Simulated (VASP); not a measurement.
# SrO (I4/mmm) in VASP: further runs, part 2 of 2

VASP 6.6.1. The steps go on from the part before.

### Step 3. Single point, HSE06 (uniaxial z strain -5.2%)

POSCAR reads:

```
SrO
1.0
    0.0000000000      2.5798923266      2.4449639579
    2.5798923266      0.0000000000      2.4449639579
    2.5798923266      2.5798923266      0.0000000000
Sr O
1 1
Direct
    0.0000000000      0.0000000000      0.0000000000
    0.5000000000      0.5000000000      0.5000000000
```

INCAR.step1 reads:

```
SYSTEM = SrO
PREC     = Accurate       ! precision mode
ENCUT    = 520            ! plane-wave cutoff, eV
EDIFF    = 1E-5           ! SCF threshold, eV
ISMEAR   = 0              ! smearing method
SIGMA    = 0.01           ! smearing width, eV
LREAL    = .FALSE.        ! projectors in reciprocal space
LASPH    = .TRUE.         ! aspherical terms in the spheres
NELM     = 100            ! most SCF steps
ALGO     = Normal         ! electronic algorithm
ISIF     = 2              ! what is computed and relaxed
LWAVE    = .TRUE.         ! write WAVECAR
LCHARG   = .FALSE.        ! write CHGCAR
GGA      = PE             ! functional
NBANDS   = 15             ! bands
```

INCAR.step2 reads:

```
SYSTEM = SrO
PREC     = Accurate       ! precision mode
ENCUT    = 520            ! plane-wave cutoff, eV
EDIFF    = 1E-6           ! SCF threshold, eV
ISMEAR   = 0              ! smearing method
SIGMA    = 0.01           ! smearing width, eV
LREAL    = .FALSE.        ! projectors in reciprocal space
LASPH    = .TRUE.         ! aspherical terms in the spheres
NELM     = 100            ! most SCF steps
ALGO     = Normal         ! electronic algorithm
ISIF     = 2              ! what is computed and relaxed
LWAVE    = .FALSE.        ! write WAVECAR
LCHARG   = .FALSE.        ! write CHGCAR
GGA      = PE             ! functional
LHFCALC  = .TRUE.         ! exact exchange
HFSCREEN = 0.2079         ! screening, 1/A
PRECFOCK = Normal       
ISTART   = 1            
NBANDS   = 15             ! bands
```

KPOINTS reads:

```
Automatic mesh
0
G
  6 6 6
  0 0 0
```

Potentials or basis: VASP PAW PBE potentials, release 64 (Sr_sv, O).

Run with:

```
$ cat potpaw_PBE.64/Sr_sv/POTCAR potpaw_PBE.64/O/POTCAR > POTCAR
$ cp INCAR.step1 INCAR
$ mpirun -np 1 vasp_std > vasp.out
$ cp INCAR.step2 INCAR
$ mpirun -np 1 vasp_std > vasp.out
```

OUTCAR:

```text
SYSTEM = SrO
   PREC = Accurate
   ENCUT = 520
   EDIFF = 1E-6
   ISMEAR = 0
   LREAL = .FALSE.
   LASPH = .TRUE.
   NELM = 100
   ISIF = 2
   GGA = PE
   LHFCALC = .TRUE.
   HFSCREEN = 0.2079
   PRECFOCK = Normal
   ISTART = 1

 ion  position               nearest neighbor table
   1  0.000  0.000  0.000-   2 2.44   2 2.44   2 2.58   2 2.58   2 2.58   2 2.58
   2  0.500  0.500  0.500-   1 2.44   1 2.44   1 2.58   1 2.58   1 2.58   1 2.58

  LATTYP: Found a body centered tetragonal cell.
 ALAT       =     3.6485187177
 C/A-ratio  =     1.3402501931

  Lattice vectors:

 A1 = (   0.0000000000,  -2.5798923266,  -2.4449639579)
 A2 = (   0.0000000000,   2.5798923266,  -2.4449639579)
 A3 = (   2.5798923266,   0.0000000000,   2.4449639579)

Analysis of symmetry for initial positions (statically):
=====================================================================
 Subroutine PRICEL returns:
 Original cell was already a primitive cell.

 Routine SETGRP: Setting up the symmetry group for a
 body centered tetragonal supercell.

 Subroutine GETGRP returns: Found 16 space group operations
 (whereof 16 operations were pure point group operations)
 out of a pool of 16 trial point group operations.

The static configuration has the point symmetry D_4h.

Analysis of symmetry for dynamics (positions and initial velocities):
=====================================================================
 Subroutine PRICEL returns:
 Original cell was already a primitive cell.

 Routine SETGRP: Setting up the symmetry group for a
 body centered tetragonal supercell.

 Subroutine GETGRP returns: Found 16 space group operations
 (whereof 16 operations were pure point group operations)
 out of a pool of 16 trial point group operations.

The dynamic configuration has the point symmetry D_4h.

 Subroutine INISYM returns: Found 16 space group operations
[... 126 lines left out ...]
   NKREDX  =     1    reduce k-point grid by
   NKREDY  =     1    reduce k-point grid by
   NKREDZ  =     1    reduce k-point grid by
   AEXX    =    0.2500 exact exchange contribution
   HFSCREEN=    0.2079 screening length (either q_TF or 0.3 A-1)
   HFSCREENC=   0.2079 screening length for correlation (either q_TF or 0.3 A-1)
   ENCUTFOCK=  -1.0 apply spherical cutoff to Coloumb kernel
   IVDW    =     0    specifies the selected vdW correction
   LEPSILON=     F    determine dielectric tensor
   LRPA    =     F    only Hartree local field effects (RPA)
 non-spin polarized calculation
 Gauss-broadening in eV      SIGMA  =   0.01
  energy-cutoff  :      520.00
  volume of cell :       32.55
 maximum number of plane-waves:       901
 NGX is ok and might be reduce to    28
  NGX = 20; NGY = 20; NGZ = 24

 number of electron      15.9999995 magnetization

 Free energy of the ion-electron system (eV)
  ---------------------------------------------------
  ext. energy  EPLUGINS =         0.00000000
  ---------------------------------------------------
  free energy    TOTEN  =       -14.11365558 eV

  energy without entropy =      -14.11365558  energy(sigma->0) =      -14.11365558

 E-fermi :   1.0045     XC(G=0):  -8.4237

 val. band max:        0.9351637089   @ k =   0.0000   0.0000   0.0000
 cond. band min:       5.3762212673   @ k =   0.5000   0.5000   0.0000
 fundamental gap:      4.4410575584
 Fermi energy:         1.0044620692

 k-point     1 :       0.0000    0.0000    0.0000
  band No.  band energies     occupation
      1     -33.3644      2.00000
      2     -15.8302      2.00000
      3     -13.6701      2.00000
      4     -13.6651      2.00000
      5     -13.6651      2.00000
      6       0.7319      2.00000
      7       0.7319      2.00000
      8       0.9352      2.00000
      9       6.5257      0.00000
     10       8.6519      0.00000
     11       8.6519      0.00000
     12       9.0829      0.00000
     13      10.7391      0.00000
     14      11.6454      0.00000
[... 401 lines left out ...]
      2     -16.3705      2.00000
      3     -14.5047      2.00000
      4     -13.9853      2.00000
      5     -13.6313      2.00000
      6      -0.0360      2.00000
      7       0.2405      2.00000
      8       0.4748      2.00000
      9       6.5514      0.00000
     10      10.7821      0.00000
     11      11.9072      0.00000
     12      13.3135      0.00000
     13      13.8730      0.00000
     14      15.3681      0.00000
     15      16.9276      0.00000

 [... further k-points ...]
[... 5 lines left out ...]
  --------------------------------------------------------------------------------------
  -------------------------------------------------------------------------------------
  Total        0.6455847      0.6455847      2.7371954      0.0000000     -0.0000000      0.0000000
  in kB       31.7803129     31.7803129    134.7444129      0.0000000     -0.0000000      0.0000000
  external PRESSURE =      66.1016795 kB  Pullay stress =       0.0000000 kB

 VOLUME and BASIS-vectors are now :
 -----------------------------------------------------------------------------
  energy-cutoff  :      520.00
  volume of cell :       32.55
      direct lattice vectors                 reciprocal lattice vectors
     0.000000000  2.579892327  2.444963958    -0.193806538  0.193806538  0.204501992
     2.579892327  0.000000000  2.444963958     0.193806538 -0.193806538  0.204501992
     2.579892327  2.579892327  0.000000000     0.193806538  0.193806538 -0.204501992

 POSITION                                       TOTAL-FORCE (eV/Angst)
 -----------------------------------------------------------------------------------
      0.00000      0.00000      0.00000         0.000000      0.000000      0.000000
      2.57989      2.57989      2.44496         0.000000      0.000000     -0.000000
 -----------------------------------------------------------------------------------
    total drift:                               -0.000000      0.000000     -0.000000

  FREE ENERGIE OF THE ION-ELECTRON SYSTEM (eV)
  ---------------------------------------------------
  free  energy   TOTEN  =       -14.1136555822 eV

  energy  without entropy=      -14.1136555822  energy(sigma->0) =      -14.11365558
```

OUTCAR.step1:

```text
SYSTEM = SrO
   PREC = Accurate
   ENCUT = 520
   EDIFF = 1E-5
   ISMEAR = 0
   LREAL = .FALSE.
   LASPH = .TRUE.
[... 655 lines left out ...]
      0.00000      0.00000      0.00000        -0.000000     -0.000000      0.000000
      2.57989      2.57989      2.44496         0.000000      0.000000      0.000000
 -----------------------------------------------------------------------------------
    total drift:                                0.000000      0.000000      0.000000

  FREE ENERGIE OF THE ION-ELECTRON SYSTEM (eV)
  ---------------------------------------------------
  free  energy   TOTEN  =       -11.9520045807 eV

  energy  without entropy=      -11.9520045807  energy(sigma->0) =      -11.95200458
```

OSZICAR.step1:

```text
N       E                     dE             d eps       ncg     rms          rms(c)
DAV:   1     0.664131431453E+02    0.66413E+02   -0.84683E+03   900   0.105E+03
DAV:   2    -0.110741851895E+02   -0.77487E+02   -0.71101E+02  1217   0.220E+02
DAV:   3    -0.141380249345E+02   -0.30638E+01   -0.30495E+01  1180   0.391E+01
DAV:   4    -0.141914822376E+02   -0.53457E-01   -0.53451E-01  1088   0.520E+00
DAV:   5    -0.141928917248E+02   -0.14095E-02   -0.14095E-02  1164   0.665E-01    0.183E+01
DAV:   6    -0.120857753283E+02    0.21071E+01   -0.65496E+00   914   0.200E+01    0.215E+01
DAV:   7    -0.119613492472E+02    0.12443E+00   -0.26941E-01  1089   0.471E+00    0.125E+01
DAV:   8    -0.119495890991E+02    0.11760E-01   -0.11137E-01  1201   0.329E+00    0.684E-01
DAV:   9    -0.119513654288E+02   -0.17763E-02   -0.53287E-03  1171   0.475E-01    0.233E-01
DAV:  10    -0.119518641927E+02   -0.49876E-03   -0.45266E-04   970   0.191E-01    0.721E-02
DAV:  11    -0.119519870981E+02   -0.12291E-03   -0.11287E-04   991   0.782E-02    0.272E-02
DAV:  12    -0.119520045342E+02   -0.17436E-04   -0.24925E-05   976   0.368E-02    0.140E-02
DAV:  13    -0.119520045807E+02   -0.46571E-07   -0.75206E-07   569   0.805E-03
   1 F= -.11952005E+02 E0= -.11952005E+02  d E =-.336679E-28
```

Wall time 53 min (1 thread of AMD EPYC 7R13 (Zen 3), shared host); peak memory 0.25 GiB.

What came out:

- Free energy: -14.1137 eV
- Pressure: 6.6 GPa
- Band gap on the k mesh: 4.44 eV, indirect (least direct gap 4.71 eV)

Caveat: the cell differs from its parent crystal (uniaxial z strain -5.2%); the PAW data sets were made with another functional, which shifts forces and pressure a little.

### Step 4. Single point, r2SCAN (uniaxial z strain -5.2%)

POSCAR is that of step 3.

INCAR.step1 reads:

```
SYSTEM = SrO
ALGO = Normal
EDIFF = 1E-4
ENCUT = 520
GGA = PE
ISMEAR = 0
LASPH = .TRUE.
LCHARG = .FALSE.
LREAL = .FALSE.
LWAVE = .TRUE.
NBANDS = 15
NELM = 100
PREC = Accurate
SIGMA = 0.01
```

INCAR.step2 reads:

```
SYSTEM = SrO
ALGO = Normal
EDIFF = 1E-6
ENCUT = 520
ISIF = 2
ISMEAR = 0
ISTART = 1
LASPH = .TRUE.
LCHARG = .FALSE.
LMIXTAU = .TRUE.
LREAL = .FALSE.
LWAVE = .FALSE.
METAGGA = R2SCAN
NBANDS = 15
NELM = 100
PREC = Accurate
SIGMA = 0.01
```

KPOINTS reads:

```
k-points
0
G
  8 8 8
  0 0 0
```

Potentials or basis: VASP PAW PBE potentials, release 64 (Sr_sv, O).

Run with:

```
$ cat potpaw_PBE.64/Sr_sv/POTCAR potpaw_PBE.64/O/POTCAR > POTCAR
$ cp INCAR.step1 INCAR
$ mpirun -np 1 vasp_std > vasp.out
$ cp INCAR.step2 INCAR
$ mpirun -np 1 vasp_std > vasp.out
```

OUTCAR:

```text
SYSTEM = SrO
   EDIFF = 1E-6
   ENCUT = 520
   ISIF = 2
   ISMEAR = 0
   ISTART = 1
   LASPH = .TRUE.
   LREAL = .FALSE.
   METAGGA = R2SCAN
   NELM = 100
   PREC = Accurate

 ion  position               nearest neighbor table
   1  0.000  0.000  0.000-   2 2.44   2 2.44   2 2.58   2 2.58   2 2.58   2 2.58
   2  0.500  0.500  0.500-   1 2.44   1 2.44   1 2.58   1 2.58   1 2.58   1 2.58

  LATTYP: Found a body centered tetragonal cell.
 ALAT       =     3.6485187177
 C/A-ratio  =     1.3402501931

  Lattice vectors:

 A1 = (   0.0000000000,  -2.5798923266,  -2.4449639579)
 A2 = (   0.0000000000,   2.5798923266,  -2.4449639579)
[... 611 lines left out ...]
     12      11.1034      0.00000
     13      13.1334      0.00000
     14      13.5806      0.00000
     15      18.5285      0.00000

 [... further k-points ...]
[... 5 lines left out ...]
  --------------------------------------------------------------------------------------
  -------------------------------------------------------------------------------------
  Total        0.6921850      0.6921850      2.9528831      0.0000000      0.0000000     -0.0000000
  in kB       34.0743175     34.0743175    145.3621083      0.0000000      0.0000000     -0.0000000
  external PRESSURE =      71.1702478 kB  Pullay stress =       0.0000000 kB

 VOLUME and BASIS-vectors are now :
 -----------------------------------------------------------------------------
  energy-cutoff  :      520.00
  volume of cell :       32.55
      direct lattice vectors                 reciprocal lattice vectors
     0.000000000  2.579892327  2.444963958    -0.193806538  0.193806538  0.204501992
     2.579892327  0.000000000  2.444963958     0.193806538 -0.193806538  0.204501992
     2.579892327  2.579892327  0.000000000     0.193806538  0.193806538 -0.204501992

 POSITION                                       TOTAL-FORCE (eV/Angst)
 -----------------------------------------------------------------------------------
      0.00000      0.00000      0.00000        -0.000000     -0.000000     -0.000000
      2.57989      2.57989      2.44496         0.000000      0.000000      0.000000
 -----------------------------------------------------------------------------------
    total drift:                                0.000000      0.000000      0.000000

  FREE ENERGIE OF THE ION-ELECTRON SYSTEM (eV)
  ---------------------------------------------------
  free  energy   TOTEN  =       -26.9780285507 eV

  energy  without entropy=      -26.9780285507  energy(sigma->0) =      -26.97802855
```

OSZICAR.step1:

```text
N       E                     dE             d eps       ncg     rms          rms(c)
DAV:   1     0.683247838513E+02    0.68325E+02   -0.85111E+03  1778   0.105E+03
DAV:   2    -0.110172184393E+02   -0.79342E+02   -0.72872E+02  2398   0.224E+02
DAV:   3    -0.141275667765E+02   -0.31103E+01   -0.30953E+01  2349   0.395E+01
DAV:   4    -0.141912488140E+02   -0.63682E-01   -0.63673E-01  2133   0.542E+00
DAV:   5    -0.141928664674E+02   -0.16177E-02   -0.16177E-02  2244   0.694E-01    0.183E+01
DAV:   6    -0.120860132280E+02    0.21069E+01   -0.65386E+00  1840   0.200E+01    0.215E+01
DAV:   7    -0.119614241735E+02    0.12459E+00   -0.26769E-01  2155   0.471E+00    0.125E+01
DAV:   8    -0.119497184673E+02    0.11706E-01   -0.11198E-01  2316   0.330E+00    0.669E-01
DAV:   9    -0.119514659203E+02   -0.17475E-02   -0.53052E-03  2358   0.478E-01    0.233E-01
DAV:  10    -0.119519646749E+02   -0.49875E-03   -0.46475E-04  1875   0.194E-01    0.715E-02
DAV:  11    -0.119520849418E+02   -0.12027E-03   -0.10700E-04  1649   0.778E-02    0.293E-02
DAV:  12    -0.119521025106E+02   -0.17569E-04   -0.27037E-05  1368   0.381E-02
   1 F= -.11952103E+02 E0= -.11952103E+02  d E =-.206455E-42
```

It took 1.9 min on 1 thread of Intel Xeon Platinum 8375C at 2.90GHz (Ice Lake), shared host; peak memory 0.18 GiB.

What came out:

| Property | Result |
| --- | --- |
| Free energy | -26.9780 eV |
| Pressure | 7.1 GPa |
| Band gap on the k mesh | 3.40 eV, indirect (least direct gap 3.65 eV) |

Caveat: the cell differs from its parent crystal (uniaxial z strain -5.2%); the PAW data sets were made with another functional, which shifts forces and pressure a little. A k mesh can miss the band edges.

### Step 5. The runs side by side

| level | k mesh | smearing | grid for exact exchange (PRECFOCK) | screening parameter | gap on the mesh (eV) | pressure (GPa) |
| --- | --- | --- | --- | --- | --- | --- |
| PBE | 8 × 8 × 8 | fermi-dirac 0.02 eV | - | - | 2.93 | 8.9 |
| HSE06 | 6 × 6 × 6 | gaussian 0.01 eV | Normal | 0.2079 1/Å | 4.44 | 6.6 |
| r2SCAN | 8 × 8 × 8 | gaussian 0.01 eV | - | - | 3.40 | 7.1 |

Alike in all rows: task single point; potentials or basis VASP PAW PBE potentials, release 64 (Sr_sv, O); no spin polarisation; cell as given; cutoff (eV) 520.

Caveats: the PAW data sets were made with another functional, which shifts forces and pressure a little (some runs).

Absolute energies hang on the potentials; compare differences alone.
